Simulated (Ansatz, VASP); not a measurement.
# Sb: VASP beside Ansatz

```
Sb
1.0
     7.32243    0.00000    0.00000
     0.00000    7.32243    0.00000
     0.00000    0.00000    2.90209
Sb
6
Direct
  0.50000 0.50000 0.00000
  0.00000 0.00000 0.00000
  0.86318 0.63682 0.00000
  0.13682 0.36318 0.00000
  0.63682 0.13682 0.00000
  0.36318 0.86318 0.00000
```

Alike in both runs: task relaxation of cell and atoms; functional PBE; k mesh 4 × 4 × 6; occupations gaussian, width 0.1 eV; no spin polarisation.

|  | VASP | Ansatz |
| --- | --- | --- |
| version | VASP 6.6.1 | Ansatz 0.2.0 |
| potentials or method | VASP PAW PBE potentials, release 64 (Sb), cutoff 600 eV | scalar-relativistic, plane waves, PAW |
| valence electrons in the cell | 30 | 90 |

|  | VASP | Ansatz | Ansatz less VASP |
| --- | --- | --- | --- |
| gap on the k mesh at the Fermi level, each at its own relaxed structure (eV) | none | none | - |
| relaxed volume (Å³/atom) | 32.89 | 32.68 | -0.208 |
| relaxed length of the cell vector where the two differ most in proportion (Å) | 8.010 | 7.991 | -0.0184 |

A gap of «none» marks a metal or a gap that the smearing closes. VASP's potentials hold 30 valence electrons a cell and Ansatz's 90, so a difference there can come from the potentials and not from the codes.

The k mesh is coarse, so the values compare programs but aren't converged. Spin-orbit coupling is off throughout. Noted on VASP's run: the volume moved by over 15 % at a fixed basis, so the end points are rough.
